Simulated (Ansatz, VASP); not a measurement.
**Two plane-wave programs on K**

Contents of INCAR:

```
SYSTEM = K
  PREC = Accurate
  ENCUT = 520
  EDIFF = 1E-6
  ISMEAR = -1
  SIGMA = 0.1
  LREAL = .FALSE.
  LASPH = .TRUE.
  NELM = 80
  ALGO = Normal
  ISIF = 2
  LWAVE = .FALSE.
  LCHARG = .TRUE.
  GGA = CA
  LELF = .TRUE.
  LVHAR = .TRUE.
  NBANDS = 16
```

The input KPOINTS:

```
Automatic mesh
0
G
  9 9 5
  0 0 0
```

POSCAR

```
K
1.0
    4.5097235529      0.0000000000      0.0000000000
   -2.2548617764      3.9055351608      0.0000000000
    0.0000000000      0.0000000000      7.3432115612
K
2
Direct
    0.3333333333      0.6666666667      0.2500000000
    0.6666666667      0.3333333333      0.7500000000
```

Input for Ansatz:

```yaml
crystal:
  lattice:
    - [4.5097235529, 0.0, 0.0]
    - [-2.2548617764, 3.9055351608, 0.0]
    - [0.0, 0.0, 7.3432115612]
  atoms:
    - { symbol: K, position: [0.3333333333, 0.6666666667, 0.25] }
    - { symbol: K, position: [0.6666666667, 0.3333333333, 0.75] }
hamiltonian:
  xc: lda
  pseudopotentials:
    kind: paw
    azcp:
      K: "pseudopotentials/K.paw.azcp"
basis:
  ecutwfc: 420
  fft_grid_basis: typed
kpoints:
  mp_grid: { grid: [9, 9, 5], shift: [0, 0, 0] }
magnetization:
  spin_polarized: false
scf:
  occupations: { method: fermi_dirac, width: 0.1 }
  lower_state_search: "off"
output:
  stress: true
```

Alike in both runs: task single point; functional LDA; k mesh 9 × 9 × 5; occupations fermi-dirac, width 0.1 eV; no spin polarisation.

```csv
,VASP,Ansatz
version,VASP 6.6.1,Ansatz 0.2.0
potentials or method,"VASP PAW LDA potentials, release 64 (K_sv), cutoff 520 eV","plane waves (420 eV) with PAW, scalar-relativistic"
valence electrons in the cell,18,18
```

```csv
,VASP,Ansatz,Ansatz less VASP
pressure (GPa),0.0,0.0,+0.01
"traceless stress, the component that is largest in VASP (GPa)",0.06,0.06,0.000
```

Ansatz warns that its potentials were made for another functional, while VASP's fit it. LDA's correlation is that of Perdew and Zunger in VASP and of Perdew and Wang (1992) in Ansatz.
